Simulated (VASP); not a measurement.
# Ca2ScAuC6N6 (Fm-3m) in VASP: single point with PBE

Aim: the single point of Ca2ScAuC6N6 with PBE.

All numbers are computed with VASP 6.6.1; they aren't measurements. Logs are shortened: lines on timing, memory, paths and dates and some standing lists are left out, and cuts for length are marked.

## 1. The cell of the first run

Symmetry: Fm-3m, No. 225, cubic system. Conventional cell: a = 10.414 Å, b = 10.414 Å, c = 10.414 Å, α = 90.00°, β = 90.00°, γ = 90.00°. Ca (site symmetry -43m) has 12 N at 3.71 Å and 12 C at 3.75 Å and 4 Sc at 4.51 Å and 4 Au at 4.51 Å within 4.9 Å. Within 2.8 Å of Sc (site symmetry m-3m) lie 6 N at 2.12 Å. C (site symmetry 4mm) has 1 N at 1.17 Å within 1.6 Å. Au (site symmetry m-3m) has 6 C at 1.92 Å within 2.5 Å. Within 1.6 Å of N (site symmetry 4mm) lie 1 C at 1.17 Å.

## 2. Single point, PBE, collinear spin

Contents of INCAR:

```
SYSTEM = Ca2ScAuC6N6
PREC     = Accurate       ! precision mode
ENCUT    = 520            ! plane-wave cutoff, eV
EDIFF    = 1E-6           ! SCF threshold, eV
ISMEAR   = 0              ! smearing method
SIGMA    = 0.1            ! smearing width, eV
LREAL    = Auto         
LASPH    = .TRUE.         ! aspherical terms in the spheres
NELM     = 150            ! most SCF steps
ALGO     = Normal         ! electronic algorithm
ISIF     = 2              ! what is computed and relaxed
LWAVE    = .FALSE.        ! write WAVECAR
LCHARG   = .FALSE.        ! write CHGCAR
ISPIN    = 2              ! spin polarisation
MAGMOM   = 0 0 0 0 0 0 0 0 0 1 0 0 0 0 0 0 ! initial moments
LORBIT   = 11             ! projections on sites
LMAXMIX  = 4              ! l up to which the mixer works
GGA      = PE             ! functional
NBANDS   = 66             ! bands
```

Contents of KPOINTS:

```
regular mesh
0
G
  4 4 4
  0 0 0
```

Contents of POSCAR:

```
Ca2ScAuC6N6
1.0
    0.0000000000      5.2070000000      5.2070000000
    5.2070000000      0.0000000000      5.2070000000
    5.2070000000      5.2070000000      0.0000000000
Ca Sc C Au N
2 1 6 1 6
Direct
    0.2500000000      0.2500000000      0.2500000000
    0.7500000000      0.7500000000      0.7500000000
    0.5000000000      0.5000000000      0.5000000000
    0.8159208800      0.1840791200      0.1840791200
    0.1840791200      0.8159208800      0.1840791200
    0.1840791200      0.1840791200      0.8159208800
    0.1840791200      0.8159208800      0.8159208800
    0.8159208800      0.1840791200      0.8159208800
    0.8159208800      0.8159208800      0.1840791200
    0.0000000000      0.0000000000      0.0000000000
    0.7035721100      0.2964278900      0.2964278900
    0.2964278900      0.7035721100      0.2964278900
    0.2964278900      0.2964278900      0.7035721100
    0.2964278900      0.7035721100      0.7035721100
    0.7035721100      0.2964278900      0.7035721100
    0.7035721100      0.7035721100      0.2964278900
```

Potentials or basis: VASP PAW PBE potentials, release 64 (Ca_sv, Sc_sv, C, Au, N).

Command:

```
$ cat potpaw_PBE.64/Ca_sv/POTCAR potpaw_PBE.64/Sc_sv/POTCAR potpaw_PBE.64/C/POTCAR potpaw_PBE.64/Au/POTCAR potpaw_PBE.64/N/POTCAR > POTCAR
$ mpirun -np 1 vasp_std > vasp.out
```

OUTCAR:

```text
SYSTEM = Ca2ScAuC6N6
   PREC = Accurate
   ENCUT = 520
   EDIFF = 1E-6
   ISMEAR = 0
   LREAL = Auto
   LASPH = .TRUE.
   NELM = 150
   ISIF = 2
   ISPIN = 2
   LORBIT = 11
   GGA = PE

 ion  position               nearest neighbor table
   1  0.250  0.250  0.250-
   2  0.750  0.750  0.750-
   3  0.500  0.500  0.500-  11 2.12  12 2.12  13 2.12  14 2.12  15 2.12  16 2.12
   4  0.816  0.184  0.184-  11 1.17  10 1.92
   5  0.184  0.816  0.184-  12 1.17  10 1.92
   6  0.184  0.184  0.816-  13 1.17  10 1.92
   7  0.184  0.816  0.816-  14 1.17  10 1.92
   8  0.816  0.184  0.816-  15 1.17  10 1.92
   9  0.816  0.816  0.184-  16 1.17  10 1.92
  10  0.000  0.000  0.000-   4 1.92   5 1.92   6 1.92   7 1.92   8 1.92   9 1.92
  11  0.704  0.296  0.296-   4 1.17   3 2.12
  12  0.296  0.704  0.296-   5 1.17   3 2.12
  13  0.296  0.296  0.704-   6 1.17   3 2.12
  14  0.296  0.704  0.704-   7 1.17   3 2.12
  15  0.704  0.296  0.704-   8 1.17   3 2.12
  16  0.704  0.704  0.296-   9 1.17   3 2.12

  LATTYP: Found a face centered cubic cell.
 ALAT       =    10.4140000000

  Lattice vectors:

 A1 = (   0.0000000000,   5.2070000000,   5.2070000000)
 A2 = (   5.2070000000,   0.0000000000,   5.2070000000)
 A3 = (   5.2070000000,   5.2070000000,   0.0000000000)

Analysis of symmetry for initial positions (statically):
=====================================================================
 Subroutine PRICEL returns:
 Original cell was already a primitive cell.

 Routine SETGRP: Setting up the symmetry group for a
 face centered cubic supercell.

 Subroutine GETGRP returns: Found 48 space group operations
 (whereof 48 operations were pure point group operations)
 out of a pool of 48 trial point group operations.

The static configuration has the point symmetry O_h .

Analysis of symmetry for dynamics (positions and initial velocities):
=====================================================================
 Subroutine PRICEL returns:
 Original cell was already a primitive cell.

 Routine SETGRP: Setting up the symmetry group for a
 face centered cubic supercell.

 Subroutine GETGRP returns: Found 48 space group operations
 (whereof 48 operations were pure point group operations)
 out of a pool of 48 trial point group operations.

The dynamic configuration has the point symmetry O_h .

Analysis of structural, dynamic, and magnetic symmetry:
=====================================================================
 Subroutine PRICEL returns:
 Original cell was already a primitive cell.

 Routine SETGRP: Setting up the symmetry group for a
 face centered cubic supercell.

 Subroutine GETGRP returns: Found 48 space group operations
 (whereof 48 operations were pure point group operations)
 out of a pool of 48 trial point group operations.

The overall configuration has the point symmetry O_h .

 Subroutine INISYM returns: Found 48 space group operations
 (whereof 48 operations are pure point group operations),
 and found     1 'primitive' translations

----------------------------------------------------------------------------------------

                                     Primitive cell

  volume of cell :     282.3532

  direct lattice vectors                    reciprocal lattice vectors
     0.000000000  5.207000000  5.207000000    -0.096024582  0.096024582  0.096024582
     5.207000000  0.000000000  5.207000000     0.096024582 -0.096024582  0.096024582
     5.207000000  5.207000000  0.000000000     0.096024582  0.096024582 -0.096024582

  length of vectors
     7.363810019  7.363810019  7.363810019     0.166319455  0.166319455  0.166319455

  position of ions in fractional coordinates (direct lattice)
     0.250000000  0.250000000  0.250000000
     0.750000000  0.750000000  0.750000000
     0.500000000  0.500000000  0.500000000
     0.815920880  0.184079120  0.184079120
     0.184079120  0.815920880  0.184079120
[... 67 lines left out ...]
   k-points           NKPTS =      8   k-points in BZ     NKDIM =      8   number of bands    NBANDS=     66
   number of dos      NEDOS =    301   number of ions     NIONS =     16
   total plane-waves  NPLWV = 175616
   dimension x,y,z NGX =    56 NGY =   56 NGZ =   56
   dimension x,y,z NGXF=   112 NGYF=  112 NGZF=  112
   ions per type =               2   1   6   1   6
   NGX,Y,Z   is equivalent  to a cutoff of  12.64, 12.64, 12.64 a.u.
   NGXF,Y,Z  is equivalent  to a cutoff of  25.29, 25.29, 25.29 a.u.
 SYSTEM =  Ca2ScAuC6N6
   PREC   = accura    normal or accurate (medium, high low for compatibility)
   ISTART =      0    job   : 0-new  1-cont  2-samecut
   ICHARG =      2    charge: 1-file 2-atom 10-const
   ISPIN  =      2    spin polarized calculation?
   LNONCOLLINEAR =      F non collinear calculations
   LSORBIT =      F    spin-orbit coupling
   LASPH  =      T    aspherical Exc in radial PAW
   ENCUT  =  520.0 eV  38.22 Ry    6.18 a.u.  13.69 13.69 13.69*2*pi/ulx,y,z
   NELM   =    150;   NELMIN=  2; NELMDL= -5     # of ELM steps
   EDIFF  = 0.1E-05   stopping-criterion for ELM
   LREAL  =      T    real-space projection
   EDIFFG = 0.1E-04   stopping-criterion for IOM
   NSW    =      0    number of steps for IOM
   IBRION =     -1    ionic relax: 0-MD 1-quasi-New 2-CG
   NFREE  =      0    steps in history (QN), initial steepest desc. (CG)
   ISIF   =      2    stress and relaxation
   ISYM   =      2    0-nonsym 1-usesym 2-fastsym
   POTIM  = 0.5000    time-step for ionic-motion
   TEBEG  =    0.0;   TEEND  =   0.0 temperature during run
   PSTRESS=    0.0 pullay stress
   NELECT =      96.0000    total number of electrons
   NUPDOWN=      -1.0000    fix difference up-down
   EMIN   =  10.00;   EMAX   =-10.00  energy-range for DOS
   EFERMI =   0.00;   METHOD = LEGACY
   ISMEAR =     0;   SIGMA  =   0.10  broadening in eV -4-tet -1-fermi 0-gaus
   EFERMI_NEDOS =   21; number of points for ismear=-14 and -15
   IALGO  =     38    algorithm
   IMIX   =      4    mixing-type and parameters
     AMIX     =   0.40;   BMIX     =  1.00
     AMIX_MAG =   1.60;   BMIX_MAG =  1.00
  volume/ion in A,a.u.               =      17.65       119.09
  Fermi-wavevector in a.u.,A,eV,Ry     =   1.142618  2.159235 17.763433  1.305576
  Thomas-Fermi vector in A             =   2.279315
   LORBIT       =     11    0 simple, 1 ext, 2 COOP (PROOUT), +10 PAW based schemes
   GGA     = PE    functional components
   LHFCALC =     F    Hartree Fock is set to
   AEXX    =    0.0000 exact exchange contribution
   IVDW    =     0    specifies the selected vdW correction
   LEPSILON=     F    determine dielectric tensor
   LRPA    =     F    only Hartree local field effects (RPA)
 spin polarized calculation
 Gauss-broadening in eV      SIGMA  =   0.10
  energy-cutoff  :      520.00
  volume of cell :      282.35
 maximum number of plane-waves:      7648
 NGX is ok and might be reduce to    56
   NGX = 27   NGY = 27   NGZ = 27

 number of electron      96.0000001 magnetization       0.0003903

 number of electron      96.0000001 magnetization      -0.0002867

 Free energy of the ion-electron system (eV)
  ---------------------------------------------------
  ext. energy  EPLUGINS =         0.00000000
  ---------------------------------------------------
  free energy    TOTEN  =      -105.73309914 eV

  energy without entropy =     -105.61925137  energy(sigma->0) =     -105.67617525

 E-fermi :   3.9755     XC(G=0):  -8.5584

 val. band max:        3.9429518569   @ k =   0.5000   0.5000   0.0000
 cond. band min:       3.9805627466   @ k =   0.2500   0.2500   0.0000
 fundamental gap:      0.0376108897
 Fermi energy:         3.9754652692

 spin component 1

 k-point     1 :       0.0000    0.0000    0.0000
  band No.  band energies     occupation
      1     -45.0832      1.00000
      2     -40.0052      1.00000
      3     -40.0051      1.00000
      4     -23.8997      1.00000
      5     -23.8997      1.00000
      6     -23.8997      1.00000
[... 493 lines left out ...]
     59       5.0668      0.00000
     60       5.2923      0.00000
 Fermi energy:         3.9754652692

 spin component 2

 k-point     1 :       0.0000    0.0000    0.0000
  band No.  band energies     occupation
      1     -45.0832      1.00000
      2     -40.0052      1.00000
      3     -40.0051      1.00000
      4     -23.8997      1.00000
      5     -23.8997      1.00000
      6     -23.8997      1.00000
[... 493 lines left out ...]
     59       5.0668      0.00000
     60       5.2923      0.00000
 [bands above 60 left out]

------------------------ aborting loop because EDIFF is reached ----------------------------------------

  FORCE on cell =-STRESS in cart. coord.  units (eV):
  Direction    XX          YY          ZZ          XY          YZ          ZX
  --------------------------------------------------------------------------------------
  -------------------------------------------------------------------------------------
  Total       25.6240987     25.6240987     25.6240987     -0.0000000      0.0000000     -0.0000000
  in kB      145.4006851    145.4006851    145.4006851     -0.0000000      0.0000000     -0.0000000
  external PRESSURE =     145.4006851 kB  Pullay stress =       0.0000000 kB

 VOLUME and BASIS-vectors are now :
 -----------------------------------------------------------------------------
  energy-cutoff  :      520.00
  volume of cell :      282.35
      direct lattice vectors                 reciprocal lattice vectors
     0.000000000  5.207000000  5.207000000    -0.096024582  0.096024582  0.096024582
     5.207000000  0.000000000  5.207000000     0.096024582 -0.096024582  0.096024582
     5.207000000  5.207000000  0.000000000     0.096024582  0.096024582 -0.096024582

 POSITION                                       TOTAL-FORCE (eV/Angst)
 -----------------------------------------------------------------------------------
      2.60350      2.60350      2.60350         0.000000     -0.000000     -0.000000
      7.81050      7.81050      7.81050        -0.000000     -0.000000     -0.000000
      5.20700      5.20700      5.20700         0.000000     -0.000000     -0.000000
      1.91700      5.20700      5.20700         2.017847     -0.000000     -0.000000
      5.20700      1.91700      5.20700         0.000000      2.017847     -0.000000
      5.20700      5.20700      1.91700         0.000000     -0.000000      2.017847
[... 8 lines left out ...]
      5.20700      7.32700      5.20700         0.000000     -1.784509     -0.000000
      5.20700      5.20700      7.32700         0.000000     -0.000000     -1.784509
 -----------------------------------------------------------------------------------
    total drift:                                0.000000      0.000000      0.000000

  FREE ENERGIE OF THE ION-ELECTRON SYSTEM (eV)
  ---------------------------------------------------
  free  energy   TOTEN  =      -105.7330991371 eV

  energy  without entropy=     -105.6192513681  energy(sigma->0) =     -105.67617525

 total charge

# of ion       s       p       d       tot
------------------------------------------
    1        2.091   5.798   0.140   8.030
    2        2.091   5.798   0.140   8.030
    3        2.199   6.268   1.286   9.752
    4        0.950   1.707   0.000   2.656
    5        0.950   1.707   0.000   2.656
    6        0.950   1.707   0.000   2.656
[... 8 lines left out ...]
   15        1.324   2.569   0.000   3.892
   16        1.324   2.569   0.000   3.892
--------------------------------------------------
tot         20.832  44.829  10.096  75.758

 magnetization (x)

# of ion       s       p       d       tot
------------------------------------------
    1       -0.000  -0.000  -0.000  -0.000
    2       -0.000  -0.000  -0.000  -0.000
    3        0.000  -0.000   0.000   0.000
    4       -0.000  -0.000   0.000  -0.000
    5       -0.000  -0.000   0.000  -0.000
    6       -0.000  -0.000   0.000  -0.000
[... 8 lines left out ...]
   15       -0.000  -0.000   0.000  -0.000
   16       -0.000  -0.000   0.000  -0.000
--------------------------------------------------
tot         -0.000  -0.000  -0.000  -0.000
```

It took 17 min on 1 thread of Intel Xeon Platinum 8375C at 2.90GHz (Ice Lake), shared host; peak memory 0.69 GiB.

Results:

| Property | Result |
| --- | --- |
| Free energy | -105.7331 eV |
| Pressure | 14.5 GPa |
| Largest force | 2.018 eV/Å |
| Band gap on the k mesh | zero (filled and empty bands overlap) |
| Net moment | 0.00 μB per cell |
| Valence electrons inside the program's atomic spheres | Ca 8.03; Sc 9.75; C 2.66; Au 10.66; N 3.89 |

Forces in eV/Å, atoms in the order of the input:
```
Ca   0.000  0.000  0.000
Ca   0.000  0.000  0.000
Sc   0.000  0.000  0.000
C    2.018  0.000  0.000
C    0.000  2.018  0.000
C    0.000  0.000  2.018
C   -2.018  0.000  0.000
C    0.000 -2.018  0.000
C    0.000  0.000 -2.018
Au   0.000  0.000  0.000
N    1.785  0.000  0.000
N    0.000  1.785  0.000
N    0.000  0.000  1.785
N   -1.785  0.000  0.000
N    0.000 -1.785  0.000
N    0.000  0.000 -1.785
```

Levels at points of the mesh, in eV from the Fermi level:
Spin up:
```csv
k point,band 46,band 47,band 48,band 49,band 50,band 51
"(0.00, 0.00, 0.00)",-1.31,-0.19,-0.19,-0.19,-0.16,-0.16
"(0.50, 0.00, 0.00)",-0.27,-0.16,-0.05,-0.05,0.11,0.12
"(0.50, 0.50, 0.00)",-0.09,-0.05,-0.03,0.27,0.81,0.84
```
Spin down:
```
           k point  band 45  band 46  band 47  band 48  band 49  band 50  band 51  band 52
(0.00, 0.00, 0.00)    -5.83    -1.31    -0.19    -0.19    -0.19    -0.16    -0.16     0.33
(0.50, 0.00, 0.00)    -5.95    -0.27    -0.16    -0.05    -0.05     0.11     0.12     0.12
(0.50, 0.50, 0.00)    -5.74    -0.09    -0.05    -0.03     0.27     0.81     0.84     0.90
```

Caveat: the cell stands under pressure; spin-orbit coupling is left out, which moves the levels of the heavy elements; forces of over 1 eV/Å act on the atoms, so gaps and moduli don't describe the material at rest.
